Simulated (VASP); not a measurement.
# KBr (F-43m) in VASP: settings compared

KBr is run at these levels: PBE-based global hybrid with 50 % exact exchange, PBE-based screened hybrid with 20 % exact exchange; tasks: single point.

Program: VASP 6.6.1. These are calculated values, not measurements. Logs are shortened: lines on timing, memory, paths and dates and some standing lists are left out, and cuts for length are marked.

**1. The cell of the first run**

Symmetry: F-43m, No. 216, cubic system. Conventional cell: a = 7.377 Å, b = 7.377 Å, c = 7.377 Å, α = 90.00°, β = 90.00°, γ = 90.00°. K (site symmetry -43m) has 4 Br at 3.19 Å within 4.2 Å. Within 4.2 Å of Br (site symmetry -43m) lie 4 K at 3.19 Å.

**2. Single point, PBE-based global hybrid with 50 % exact exchange**

Contents of POSCAR:

```
KBr
1.0
    0.0000000000      3.6882992926      3.6882992926
    3.6882992926      0.0000000000      3.6882992926
    3.6882992926      3.6882992926      0.0000000000
K Br
1 1
Direct
    0.0000000000      0.0000000000      0.0000000000
    0.2500000000      0.2500000000      0.2500000000
```

Contents of INCAR.step1:

```
SYSTEM = KBr
ALGO = Normal
EDIFF = 1E-5
ENCUT = 520
GGA = PE
ISIF = 2
ISMEAR = 0
LASPH = .True.
LCHARG = .False.
LREAL = .False.
LWAVE = .True.
NBANDS = 15
NELM = 100
PREC = Accurate
SIGMA = 0.01
```

Contents of INCAR.step2:

```
SYSTEM = KBr
AEXX = 0.5
ALGO = Normal
EDIFF = 1E-6
ENCUT = 520
GGA = PE
ISIF = 2
ISMEAR = 0
ISTART = 1
LASPH = .True.
LCHARG = .False.
LHFCALC = .True.
LREAL = .False.
LWAVE = .False.
NBANDS = 15
NELM = 100
PREC = Accurate
PRECFOCK = Normal
SIGMA = 0.01
```

Contents of KPOINTS:

```
k-points
0
Gamma
  4 4 4
  0 0 0
```

Potentials or basis: VASP PAW PBE potentials, release 64 (K_sv, Br).

Command:

```
$ cat potpaw_PBE.64/K_sv/POTCAR potpaw_PBE.64/Br/POTCAR > POTCAR
$ cp INCAR.step1 INCAR
$ mpirun -np 1 vasp_std > vasp.out
$ cp INCAR.step2 INCAR
$ mpirun -np 1 vasp_std > vasp.out
```

OUTCAR:

```text
SYSTEM = KBr
   AEXX = 0.5
   EDIFF = 1E-6
   ENCUT = 520
   GGA = PE
   ISIF = 2
   ISMEAR = 0
   ISTART = 1
   LASPH = .True.
   LHFCALC = .True.
   LREAL = .False.
   NELM = 100
   PREC = Accurate
   PRECFOCK = Normal

 ion  position               nearest neighbor table
   1  0.000  0.000  0.000-   2 3.19   2 3.19   2 3.19   2 3.19
   2  0.250  0.250  0.250-   1 3.19   1 3.19   1 3.19   1 3.19

  LATTYP: Found a face centered cubic cell.
 ALAT       =     7.3765985852

  Lattice vectors:

 A1 = (   0.0000000000,   3.6882992926,   3.6882992926)
 A2 = (   3.6882992926,   0.0000000000,   3.6882992926)
 A3 = (   3.6882992926,   3.6882992926,   0.0000000000)

Analysis of symmetry for initial positions (statically):
=====================================================================
 Subroutine PRICEL returns:
 Original cell was already a primitive cell.

 Routine SETGRP: Setting up the symmetry group for a
 face centered cubic supercell.

 Subroutine GETGRP returns: Found 24 space group operations
 (whereof 24 operations were pure point group operations)
 out of a pool of 48 trial point group operations.

The static configuration has the point symmetry T_d .

Analysis of symmetry for dynamics (positions and initial velocities):
=====================================================================
 Subroutine PRICEL returns:
 Original cell was already a primitive cell.

 Routine SETGRP: Setting up the symmetry group for a
 face centered cubic supercell.

 Subroutine GETGRP returns: Found 24 space group operations
 (whereof 24 operations were pure point group operations)
 out of a pool of 48 trial point group operations.

The dynamic configuration has the point symmetry T_d .

 Subroutine INISYM returns: Found 24 space group operations
 (whereof 24 operations are pure point group operations),
 and found     1 'primitive' translations

----------------------------------------------------------------------------------------

                                     Primitive cell

  volume of cell :     100.3479

  direct lattice vectors                    reciprocal lattice vectors
     0.000000000  3.688299293  3.688299293    -0.135563836  0.135563836  0.135563836
     3.688299293  0.000000000  3.688299293     0.135563836 -0.135563836  0.135563836
     3.688299293  3.688299293  0.000000000     0.135563836  0.135563836 -0.135563836

  length of vectors
     5.216042882  5.216042882  5.216042882     0.234803451  0.234803451  0.234803451

  position of ions in fractional coordinates (direct lattice)
     0.000000000  0.000000000  0.000000000
     0.250000000  0.250000000  0.250000000

  ion indices of the primitive-cell ions
   primitive index   ion index
                 1           1
                 2           2

----------------------------------------------------------------------------------------

 KPOINTS: k-points

Automatic generation of k-mesh.
 Grid dimensions read from file:
 generate k-points for:    4    4    4

 Generating k-lattice:

  Cartesian coordinates                     Fractional coordinates (reciprocal lattice)
    -0.033890959  0.033890959  0.033890959     0.250000000  0.000000000  0.000000000
     0.033890959 -0.033890959  0.033890959     0.000000000  0.250000000  0.000000000
     0.033890959  0.033890959 -0.033890959     0.000000000  0.000000000  0.250000000

  Length of vectors
     0.058700863  0.058700863  0.058700863

  Shift w.r.t. Gamma in fractional coordinates (k-lattice)
     0.000000000  0.000000000  0.000000000

 Subroutine IBZKPT returns following result:
 ===========================================

 Found      8 irreducible k-points:

 Following reciprocal coordinates:
            Coordinates               Weight
  0.000000  0.000000  0.000000      1.000000
  0.250000  0.000000  0.000000      8.000000
  0.500000  0.000000  0.000000      4.000000
  0.250000  0.250000  0.000000      6.000000
  0.500000  0.250000  0.000000     24.000000
 -0.250000  0.250000  0.000000     12.000000
  0.500000  0.500000  0.000000      3.000000
 -0.250000  0.500000  0.250000      6.000000
   k-points           NKPTS =      8   k-points in BZ     NKDIM =     64   number of bands    NBANDS=     15
   number of dos      NEDOS =    301   number of ions     NIONS =      2
   total plane-waves  NPLWV =  64000
   dimension x,y,z NGX =    40 NGY =   40 NGZ =   40
   dimension x,y,z NGXF=    80 NGYF=   80 NGZF=   80
   ions per type =               1   1
   NGX,Y,Z   is equivalent  to a cutoff of  12.75, 12.75, 12.75 a.u.
   NGXF,Y,Z  is equivalent  to a cutoff of  25.50, 25.50, 25.50 a.u.
 SYSTEM =  KBr
   PREC   = accura    normal or accurate (medium, high low for compatibility)
   ISTART =      1    job   : 0-new  1-cont  2-samecut
   ICHARG =      0    charge: 1-file 2-atom 10-const
   ISPIN  =      1    spin polarized calculation?
   LNONCOLLINEAR =      F non collinear calculations
   LSORBIT =      F    spin-orbit coupling
   LASPH  =      T    aspherical Exc in radial PAW
   ENCUT  =  520.0 eV  38.22 Ry    6.18 a.u.   9.70  9.70  9.70*2*pi/ulx,y,z
   NELM   =    100;   NELMIN=  2; NELMDL=  0     # of ELM steps
   EDIFF  = 0.1E-05   stopping-criterion for ELM
   LREAL  =      F    real-space projection
   EDIFFG = 0.1E-04   stopping-criterion for IOM
   NSW    =      0    number of steps for IOM
   IBRION =     -1    ionic relax: 0-MD 1-quasi-New 2-CG
   NFREE  =      0    steps in history (QN), initial steepest desc. (CG)
   ISIF   =      2    stress and relaxation
   ISYM   =      3    0-nonsym 1-usesym 2-fastsym
   POTIM  = 0.5000    time-step for ionic-motion
   TEBEG  =    0.0;   TEEND  =   0.0 temperature during run
   PSTRESS=    0.0 pullay stress
   NELECT =      16.0000    total number of electrons
   NUPDOWN=      -1.0000    fix difference up-down
   EMIN   =  10.00;   EMAX   =-10.00  energy-range for DOS
   EFERMI =   0.00;   METHOD = LEGACY
   ISMEAR =     0;   SIGMA  =   0.01  broadening in eV -4-tet -1-fermi 0-gaus
   EFERMI_NEDOS =   21; number of points for ismear=-14 and -15
   IALGO  =     38    algorithm
   IMIX   =      1    mixing-type and parameters
     AMIX     =   0.40;   BMIX     =  1.00
     AMIX_MAG =   1.60;   BMIX_MAG =  1.00
  volume/ion in A,a.u.               =      50.17       338.59
  Fermi-wavevector in a.u.,A,eV,Ry     =   0.887725  1.677558 10.722159  0.788056
  Thomas-Fermi vector in A             =   2.009061
   LORBIT       =      0    0 simple, 1 ext, 2 COOP (PROOUT), +10 PAW based schemes
   GGA     = PE    functional components
   LHFCALC =     T    Hartree Fock is set to
   PRECFOCK=normal    Normal, Fast or Accurate (Low or Medium for compatibility)
   ENCUT4O =  -1.0   cutoff for four orbital integrals eV
   NKREDX  =     1    reduce k-point grid by
   NKREDY  =     1    reduce k-point grid by
   NKREDZ  =     1    reduce k-point grid by
   AEXX    =    0.5000 exact exchange contribution
   HFSCREEN=    0.0000 screening length (either q_TF or 0.3 A-1)
   HFSCREENC=   0.0000 screening length for correlation (either q_TF or 0.3 A-1)
   ENCUTFOCK=  -1.0 apply spherical cutoff to Coloumb kernel
   IVDW    =     0    specifies the selected vdW correction
   LEPSILON=     F    determine dielectric tensor
   LRPA    =     F    only Hartree local field effects (RPA)
 non-spin polarized calculation
 Gauss-broadening in eV      SIGMA  =   0.01
  energy-cutoff  :      520.00
  volume of cell :      100.35
 maximum number of plane-waves:      2733
 NGX is ok and might be reduce to    40
  NGX = 30; NGY = 30; NGZ = 30

 number of electron      15.9999997 magnetization

 Free energy of the ion-electron system (eV)
  ---------------------------------------------------
  ext. energy  EPLUGINS =         0.00000000
  ---------------------------------------------------
  free energy    TOTEN  =        -8.98100598 eV

  energy without entropy =       -8.98100598  energy(sigma->0) =       -8.98100598

 E-fermi :  -5.6105     XC(G=0):  -3.3522

 val. band max:       -5.6927424019   @ k =  -0.2500   0.2500   0.0000
 cond. band min:       2.3393062587   @ k =   0.0000   0.0000   0.0000
 fundamental gap:      8.0320486605
 Fermi energy:        -5.6104719154

 k-point     1 :       0.0000    0.0000    0.0000
  band No.  band energies     occupation
      1     -37.8618      2.00000
      2     -19.6031      2.00000
      3     -18.6284      2.00000
      4     -18.6284      2.00000
      5     -18.6284      2.00000
      6      -5.7020      2.00000
      7      -5.7020      2.00000
      8      -5.7020      2.00000
      9       2.3393      0.00000
     10       7.4084      0.00000
     11       7.4084      0.00000
     12       8.1440      0.00000
     13       8.1440      0.00000
     14       8.1440      0.00000
     15       9.1058      0.00000

 k-point     2 :       0.2500    0.0000    0.0000
  band No.  band energies     occupation
      1     -37.8610      2.00000
      2     -19.7005      2.00000
      3     -18.6324      2.00000
      4     -18.6324      2.00000
      5     -18.5138      2.00000
      6      -5.9260      2.00000
      7      -5.6977      2.00000
      8      -5.6977      2.00000
      9       3.2485      0.00000
     10       6.8461      0.00000
     11       6.8461      0.00000
     12       6.8778      0.00000
     13       8.2388      0.00000
     14       8.8036      0.00000
     15       8.8036      0.00000

 k-point     3 :       0.5000    0.0000    0.0000
  band No.  band energies     occupation
      1     -37.8601      2.00000
      2     -19.7812      2.00000
      3     -18.6364      2.00000
      4     -18.6364      2.00000
      5     -18.4167      2.00000
      6      -6.1128      2.00000
      7      -5.6940      2.00000
      8      -5.6940      2.00000
      9       4.7027      0.00000
     10       5.1524      0.00000
     11       6.7008      0.00000
     12       6.7008      0.00000
     13       8.6065      0.00000
     14       8.6065      0.00000
     15       9.1423      0.00000

 k-point     4 :       0.2500    0.2500    0.0000
  band No.  band energies     occupation
      1     -37.8607      2.00000
      2     -19.7283      2.00000
      3     -18.6379      2.00000
      4     -18.6379      2.00000
      5     -18.4719      2.00000
      6      -5.9589      2.00000
      7      -5.7122      2.00000
      8      -5.7122      2.00000
      9       3.5090      0.00000
     10       5.6856      0.00000
     11       7.3116      0.00000
     12       7.9927      0.00000
     13       8.5145      0.00000
     14       8.5146      0.00000
     15       9.1327      0.00000

 k-point     5 :       0.5000    0.2500    0.0000
  band No.  band energies     occupation
      1     -37.8599      2.00000
      2     -19.8034      2.00000
      3     -18.6490      2.00000
      4     -18.6420      2.00000
      5     -18.3733      2.00000
      6      -6.0525      2.00000
      7      -5.7980      2.00000
      8      -5.7075      2.00000
      9       4.4660      0.00000
     10       5.3501      0.00000
     11       6.6561      0.00000
     12       7.3127      0.00000
     13       8.6046      0.00000
     14       8.8821      0.00000
     15       9.2596      0.00000

 k-point     6 :      -0.2500    0.2500    0.0000
  band No.  band energies     occupation
      1     -37.8601      2.00000
      2     -19.7796      2.00000
      3     -18.6488      2.00000
      4     -18.6365      2.00000
      5     -18.4058      2.00000
      6      -5.9888      2.00000
      7      -5.8250      2.00000
      8      -5.6927      2.00000
      9       4.2800      0.00000
     10       5.7538      0.00000
     11       6.6023      0.00000
     12       6.6088      0.00000
     13       8.7476      0.00000
     14       8.9408      0.00000
     15       9.3086      0.00000

 k-point     7 :       0.5000    0.5000    0.0000
  band No.  band energies     occupation
      1     -37.8596      2.00000
      2     -19.8268      2.00000
      3     -18.6476      2.00000
      4     -18.6476      2.00000
      5     -18.3427      2.00000
      6      -6.1565      2.00000
      7      -5.7205      2.00000
      8      -5.7205      2.00000
      9       4.1314      0.00000
     10       5.4229      0.00000
     11       7.4982      0.00000
     12       8.2535      0.00000
     13       8.2535      0.00000
     14       8.4712      0.00000
     15       9.1000      0.00000

 k-point     8 :      -0.2500    0.5000    0.2500
  band No.  band energies     occupation
      1     -37.8596      2.00000
      2     -19.8254      2.00000
      3     -18.6532      2.00000
      4     -18.6478      2.00000
      5     -18.3388      2.00000
      6      -5.9725      2.00000
      7      -5.9134      2.00000
      8      -5.7273      2.00000
      9       4.4438      0.00000
     10       5.4487      0.00000
     11       7.1256      0.00000
     12       7.3899      0.00000
     13       8.1441      0.00000
     14       8.6915      0.00000
     15       9.5260      0.00000

------------------------ aborting loop because EDIFF is reached ----------------------------------------

  FORCE on cell =-STRESS in cart. coord.  units (eV):
  Direction    XX          YY          ZZ          XY          YZ          ZX
  --------------------------------------------------------------------------------------
  -------------------------------------------------------------------------------------
  Total       -0.0081816     -0.0081816     -0.0081816     -0.0000000     -0.0000000      0.0000000
  in kB       -0.1306294     -0.1306294     -0.1306294     -0.0000000     -0.0000000      0.0000000
  external PRESSURE =      -0.1306294 kB  Pullay stress =       0.0000000 kB

 VOLUME and BASIS-vectors are now :
 -----------------------------------------------------------------------------
  energy-cutoff  :      520.00
  volume of cell :      100.35
      direct lattice vectors                 reciprocal lattice vectors
     0.000000000  3.688299293  3.688299293    -0.135563836  0.135563836  0.135563836
     3.688299293  0.000000000  3.688299293     0.135563836 -0.135563836  0.135563836
     3.688299293  3.688299293  0.000000000     0.135563836  0.135563836 -0.135563836

 POSITION                                       TOTAL-FORCE (eV/Angst)
 -----------------------------------------------------------------------------------
      0.00000      0.00000      0.00000        -0.000000     -0.000000     -0.000000
      1.84415      1.84415      1.84415         0.000000      0.000000      0.000000
 -----------------------------------------------------------------------------------
    total drift:                                0.000001     -0.000000     -0.000003

  FREE ENERGIE OF THE ION-ELECTRON SYSTEM (eV)
  ---------------------------------------------------
  free  energy   TOTEN  =        -8.9810059829 eV

  energy  without entropy=       -8.9810059829  energy(sigma->0) =       -8.98100598
```

Wall time 11 min (1 thread of Intel Xeon Platinum 8488C (Sapphire Rapids), shared host); peak memory 0.26 GiB.

What came out:

* Free energy: -8.9810 eV
* Pressure: 0.0 GPa
* Band gap on the k mesh: 8.03 eV (least direct gap 8.04 eV)

Caveat: the PAW data sets were made with another functional, which shifts forces and pressure a little.

(Continued in part 2 of 2.)
